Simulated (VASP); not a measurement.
# TaN (C2/m) in VASP: further runs, part 2 of 2

VASP 6.6.1. Earlier steps stand in the parts before.

### 3 Single point, PBE (mode 1 frozen in at -0.205 Å and mode 2 at -0.179 Å (largest displacements))

INCAR reads:

```
ALGO     = Normal         # electronic algorithm
EDIFF    = 1E-6           # SCF threshold, eV
ENCUT    = 520            # plane-wave cutoff, eV
GGA      = PE             # functional
ISIF     = 2              # what is computed and relaxed
ISMEAR   = 0              # smearing method
LASPH    = True           # aspherical terms in the spheres
LCHARG   = False          # write CHGCAR
LREAL    = False          # projectors in reciprocal space
LWAVE    = False          # write WAVECAR
NBANDS   = 24             # bands
NELM     = 60             # most SCF steps
PREC     = Accurate       # precision mode
SIGMA    = 0.15           # smearing width, eV
```

KPOINTS reads:

```
k-points
0
Gamma
  14 14 10
```

POSCAR reads:

```
TaN
1.0
    0.0000000000     -2.2081122572     -2.2081122572
    0.0000000000      2.2081122572     -2.2081122572
    4.4162245144      0.0000000000      0.0000000000
Ta N
2 2
Direct
    0.5364019952      0.4635980048     -0.0205209401
   -0.0364019952      0.0364019952      0.5205209401
    0.4594223529      0.5405776471      0.4536255461
    0.0405776471     -0.0405776471      0.0463744539
```

Potentials or basis: VASP PAW PBE potentials, release 64 (Ta_pv, N).

Run with:

```sh
$ cat potpaw_PBE.64/Ta_pv/POTCAR potpaw_PBE.64/N/POTCAR > POTCAR
$ mpirun -np 1 vasp_std > vasp.out
```

It took 3.9 min on 1 thread of Intel Xeon Platinum 8488C (Sapphire Rapids), shared host; peak memory 0.54 GiB.

It converged, with:

```
Free energy            : -43.6603 eV
Pressure               : 2.6 GPa
Largest force          : 1.511 eV/Å
Band gap on the k mesh : zero (band 16 reaches 10.28 eV, above the bottom of band 17 at 7.66 eV)
```

Forces on the atoms (eV/Å):
```
Ta  -0.802  0.356  0.000
Ta   0.802 -0.356  0.000
N    1.264 -0.827  0.000
N   -1.264  0.827  0.000
```

Stress tensor (GPa, compression positive):
```
12.98 -2.24  0.00
-2.24  2.24  0.00
 0.00  0.00 -7.32
```

Levels at points of the mesh, in eV from the Fermi level:
```
           k point  band 12  band 13  band 14  band 15  band 16  band 17  band 18  band 19  band 20  band 21
(0.00, 0.00, 0.00)    -4.45    -3.56    -2.99    -2.81    -1.87    -0.95    -0.57     0.62     1.16     1.98
(0.50, 0.00, 0.00)    -6.52    -6.11    -4.71    -1.26     0.00     0.86     1.67     2.77     2.94     3.06
(0.50, 0.50, 0.00)    -4.74    -4.11    -3.93    -3.58    -2.81     2.85     3.29     3.79     4.07     4.21
(0.00, 0.00, 0.50)    -4.84    -3.87    -3.47    -3.40    -3.24     0.30     1.24     1.47     1.51     2.53
(0.50, 0.00, 0.50)    -6.66    -6.60    -6.34     1.15     1.40     1.69     1.95     2.37     2.49     4.59
(0.50, 0.50, 0.50)    -6.67    -5.08    -4.81    -1.54    -1.46     1.75     2.66     3.88     4.00     4.28
```

Caveat: the cell differs from its parent crystal (mode 1 frozen in at -0.205 Å and mode 2 at -0.179 Å (largest displacements)); spin-orbit coupling is left out, which moves the levels of the heavy elements; forces of over 1 eV/Å act on the atoms, so gaps and moduli don't describe the material at rest.

### 4 Single point, PBE (mode 1 frozen in at -0.205 Å and mode 2 at -0.239 Å (largest displacements))

INCAR reads:

```
SYSTEM = TaN
PREC = Accurate ; ENCUT = 520
EDIFF = 1E-6 ; ISMEAR = 0
SIGMA = 0.15 ; LREAL = .FALSE.
LASPH = .TRUE. ; NELM = 60
ALGO = Normal ; ISIF = 2
LWAVE = .FALSE. ; LCHARG = .FALSE.
GGA = PE ; NBANDS = 24
```

KPOINTS reads:

```
Automatic mesh
0
G
  14 14 10
  0 0 0
```

POSCAR reads:

```
TaN
1.0
    0.0000000000     -2.2081122572     -2.2081122572
    0.0000000000      2.2081122572     -2.2081122572
    4.4162245144      0.0000000000      0.0000000000
Ta N
2 2
Direct
    0.5485495360      0.4514504640     -0.0205209401
   -0.0485495360      0.0485495360      0.5205209401
    0.4458813746      0.5541186254      0.4536255461
    0.0541186254     -0.0541186254      0.0463744539
```

Run with:

```sh
$ cat potpaw_PBE.64/Ta_pv/POTCAR potpaw_PBE.64/N/POTCAR > POTCAR
$ mpirun -np 1 vasp_std > vasp.out
```

It took 2.3 min on 1 thread of Intel Xeon 6975P-C (Granite Rapids), shared host; peak memory 0.53 GiB.

It converged, with:

```
Free energy            : -43.4584 eV
Pressure               : 3.6 GPa
Largest force          : 1.972 eV/Å
Band gap on the k mesh : zero (band 16 reaches 10.03 eV, above the bottom of band 17 at 7.57 eV)
```

Forces in eV/Å, atoms in the order of the input:
```
Ta  -0.525  1.003  0.000
Ta   0.525 -1.003  0.000
N    1.410 -1.379  0.000
N   -1.410  1.379  0.000
```

Stress tensor (GPa, compression positive):
```
13.18 -2.15  0.00
-2.15  6.02  0.00
 0.00  0.00 -8.46
```

Levels at points of the mesh, in eV from the Fermi level:
```
           k point  band 12  band 13  band 14  band 15  band 16  band 17  band 18  band 19  band 20  band 21
(0.00, 0.00, 0.00)    -4.29    -3.57    -2.85    -2.62    -1.95    -0.84    -0.27     0.69     1.22     2.31
(0.50, 0.00, 0.00)    -6.42    -5.98    -4.28    -1.47    -0.01     1.11     1.72     2.83     3.22     3.30
(0.50, 0.50, 0.00)    -4.83    -4.03    -3.82    -3.39    -2.30     2.93     3.37     3.77     4.25     4.32
(0.00, 0.00, 0.50)    -4.61    -3.75    -3.51    -3.34    -3.00     0.19     1.30     1.56     1.65     2.58
(0.50, 0.00, 0.50)    -6.51    -6.39    -6.05     1.04     1.25     1.41     1.89     2.48     2.66     4.59
(0.50, 0.50, 0.50)    -6.36    -4.95    -4.51    -1.55    -1.43     1.26     2.66     3.92     4.12     4.38
```

Caveat: the cell differs from its parent crystal (mode 1 frozen in at -0.205 Å and mode 2 at -0.239 Å (largest displacements)); spin-orbit coupling is left out, which moves the levels of the heavy elements; forces of over 1 eV/Å act on the atoms, so gaps and moduli don't describe the material at rest.

### 5 Single point, PBE

INCAR reads:

```
SYSTEM = TaN
ALGO = Normal ; EDIFF = 1E-6
ENCUT = 520 ; GGA = PE
ISIF = 2 ; ISMEAR = 0
LASPH = .True. ; LCHARG = .False.
LREAL = .False. ; LWAVE = .False.
NBANDS = 24 ; NELM = 100
PREC = Accurate ; SIGMA = 0.15
```

KPOINTS reads:

```
k-points
0
Gamma
  14 14 10
  0 0 0
```

POSCAR reads:

```
TaN
1.0
    0.0000000000     -2.2081122572     -2.2081122572
    0.0000000000      2.2081122572     -2.2081122572
    4.4162245144      0.0000000000      0.0000000000
Ta N
2 2
Direct
    0.5215021543      0.4784978457     -0.0258948306
   -0.0215021543      0.0215021543      0.5258948306
    0.4809165911      0.5190834089      0.4688045915
    0.0190834089     -0.0190834089      0.0311954085
```

Run with:

```sh
$ cat potpaw_PBE.64/Ta_pv/POTCAR potpaw_PBE.64/N/POTCAR > POTCAR
$ mpirun -np 1 vasp_std > vasp.out
```

Run time: 2.9 min. Hardware: 1 thread of Intel Xeon 6975P-C (Granite Rapids), shared host; peak memory 0.53 GiB.

It converged, with:

| Property | Result |
| --- | --- |
| Free energy | -43.8542 eV |
| Pressure | 1.2 GPa |
| Largest force | 0.020 eV/Å |
| Band gap on the k mesh | zero (band 16 reaches 10.60 eV, above the bottom of band 17 at 7.60 eV) |

Forces on the atoms (eV/Å):
```
Ta  -0.020 -0.005  0.000
Ta   0.020  0.005  0.000
N   -0.003  0.007  0.000
N    0.003 -0.007  0.000
```

Stress tensor (GPa, compression positive):
```
10.58 -2.51  0.00
-2.51 -0.87  0.00
 0.00  0.00 -6.15
```

Levels at points of the mesh, in eV from the Fermi level:
```tsv
k point	band 13	band 14	band 15	band 16	band 17	band 18	band 19	band 20
(0.00, 0.00, 0.00)	-3.53	-3.35	-3.24	-1.86	-1.40	-1.13	0.40	1.10
(0.50, 0.00, 0.00)	-6.43	-5.43	-0.53	0.27	0.76	1.52	2.24	2.53
(0.50, 0.50, 0.00)	-4.56	-4.25	-4.04	-3.75	2.64	2.78	3.74	3.85
(0.00, 0.00, 0.50)	-4.15	-3.87	-3.74	-3.10	0.42	0.83	1.09	1.74
(0.50, 0.00, 0.50)	-6.85	-6.82	1.35	1.50	2.04	2.06	2.29	2.31
(0.50, 0.50, 0.50)	-5.50	-5.41	-1.54	-1.51	2.18	2.41	3.78	3.84
```

Caveat: spin-orbit coupling is left out, which moves the levels of the heavy elements.

### 6 Single point, PBE (mode 1 frozen in at -0.273 Å and mode 2 at -0.179 Å (largest displacements))

INCAR reads:

```
SYSTEM = TaN
PREC = Accurate ; ENCUT = 520
EDIFF = 1E-7 ; ISMEAR = 0
SIGMA = 0.15 ; LREAL = .False.
LASPH = .True. ; NELM = 100
ALGO = Normal ; ISIF = 2
LWAVE = .False. ; LCHARG = .True.
GGA = PE ; LELF = .True.
LVHAR = .True. ; NBANDS = 24
```

KPOINTS reads:

```
regular mesh
0
Gamma
  14 14 10
  0 0 0
```

POSCAR reads:

```
TaN
1.0
    0.0000000000     -2.2081122572     -2.2081122572
    0.0000000000      2.2081122572     -2.2081122572
    4.4162245144      0.0000000000      0.0000000000
Ta N
2 2
Direct
    0.5364019952      0.4635980048     -0.0273545735
   -0.0364019952      0.0364019952      0.5273545735
    0.4594223529      0.5405776471      0.4381824907
    0.0405776471     -0.0405776471      0.0618175093
```

Potentials or basis: VASP PAW PBE potentials, release 64 (Ta_pv, N).

Run with:

```sh
$ cat potpaw_PBE.64/Ta_pv/POTCAR potpaw_PBE.64/N/POTCAR > POTCAR
$ mpirun -np 1 vasp_std > vasp.out
```

It took 10 min on 1 thread of Oxide Virtual Turin-like, shared host; peak memory 0.51 GiB.

The run converged. Its results:

```yaml
Free_energy: -43.4654 eV
Pressure: 4.4 GPa
Largest_force: 2.412 eV/Å
Band_gap_on_the_k_mesh: zero (band 16 reaches 10.13 eV, above the bottom of band 17 at 7.68 eV)
```

Forces on the atoms (eV/Å):
```
Ta  -0.314  0.381  0.000
Ta   0.314 -0.381  0.000
N    2.154 -1.087  0.000
N   -2.154  1.087  0.000
```

Stress tensor (GPa, compression positive):
```
23.00 -1.98  0.00
-1.98 -0.34  0.00
 0.00  0.00 -9.35
```

Levels at points of the mesh, in eV from the Fermi level:
| k point | band 14 | band 15 | band 16 | band 17 | band 18 | band 19 |
| --- | --- | --- | --- | --- | --- | --- |
| (0.00, 0.00, 0.00) | -2.79 | -2.51 | -1.78 | -0.66 | -0.13 | 0.76 |
| (0.50, 0.00, 0.00) | -4.43 | -1.48 | -0.31 | 0.67 | 1.64 | 2.52 |
| (0.50, 0.50, 0.00) | -3.72 | -3.28 | -2.61 | 2.95 | 3.43 | 3.85 |
| (0.00, 0.00, 0.50) | -3.23 | -3.07 | -2.84 | 0.20 | 1.13 | 1.53 |
| (0.50, 0.00, 0.50) | -6.04 | 0.75 | 1.19 | 1.66 | 1.95 | 2.48 |
| (0.50, 0.50, 0.50) | -4.34 | -1.75 | -1.75 | 2.55 | 3.63 | 3.94 |

Caveat: the cell differs from its parent crystal (mode 1 frozen in at -0.273 Å and mode 2 at -0.179 Å (largest displacements)); spin-orbit coupling is left out, which moves the levels of the heavy elements; forces of over 1 eV/Å act on the atoms, so gaps and moduli don't describe the material at rest.
